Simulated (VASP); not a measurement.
Al3Cu:

```
Al Cu
1.0
     2.77841    0.00000    0.00000
     0.00000    2.77841    0.00000
     0.00000    0.00000    7.51340
Al Cu
3 1
Direct
  0.00000 0.00000 0.50000
  0.50000 0.50000 0.22612
  0.50000 0.50000 0.77388
  0.00000 0.00000 0.00000
```

```yaml
Program: VASP 6.6.1
Task: relaxation of cell and atoms
Functional: PBEsol
Potentials_or_basis: VASP PAW PBE potentials, release 64 (Al, Cu)
Cutoff: 600 eV
k_mesh: 16 × 16 × 6
Occupations: gaussian, width 0.1 eV
Spin: no spin polarisation
```

At the start: pressure 1.1 GPa; volume 14.50 Å³/atom.

**Question.** How do energy, volume and symmetry change on relaxing?

**Answer.** Over 16 steps the energy falls by 3.0 meV/atom and the volume is 14.71 Å³/atom (+1.5 %); space group P4/mmm (No. 123, to 0.1 Å) before and after.

Step by step:
| step | energy change (eV) | largest force (eV/Å) | pressure (GPa) | volume (Å³) |
| --- | --- | --- | --- | --- |
| 1 | 0.0000 | 0.2020 | 1.14 | 58.00 |
| 2 | -0.0065 | 0.1675 | -0.24 | 58.87 |
| 3 | -0.0067 | 0.1561 | -0.89 | 59.19 |
| 4 | -0.0068 | 0.1604 | -0.60 | 59.07 |
| 5 | -0.0106 | 0.0866 | -0.08 | 58.94 |
| 6 | -0.0117 | 0.0400 | 0.01 | 58.86 |
| 7 | -0.0111 | 0.0568 | 0.63 | 58.70 |
| 8 | -0.0119 | 0.0136 | 0.21 | 58.81 |
| 9 | -0.0119 | 0.0012 | -0.29 | 58.99 |
| 10 | -0.0120 | 0.0092 | -0.04 | 58.88 |
| 11 | -0.0120 | 0.0025 | -0.08 | 58.87 |
| 12 | -0.0120 | 0.0030 | -0.07 | 58.87 |
| 13 | -0.0120 | 0.0062 | 0.13 | 58.80 |
| 14 | -0.0120 | 0.0039 | 0.29 | 58.85 |
| 15 | -0.0120 | 0.0033 | -0.06 | 58.86 |
| 16 | -0.0120 | 0.0036 | 0.05 | 58.86 |

Final structure:
```
Al Cu
1.0
     2.78138    0.00000    0.00000
     0.00000    2.78138    0.00000
     0.00000    0.00000    7.60792
Al Cu
3 1
Direct
  0.00000 0.00000 0.50000
  0.50000 0.50000 0.22103
  0.50000 0.50000 0.77897
  0.00000 0.00000 0.00000
```

Caveat: the PAW data sets were made with another functional, which shifts forces and pressure a little.
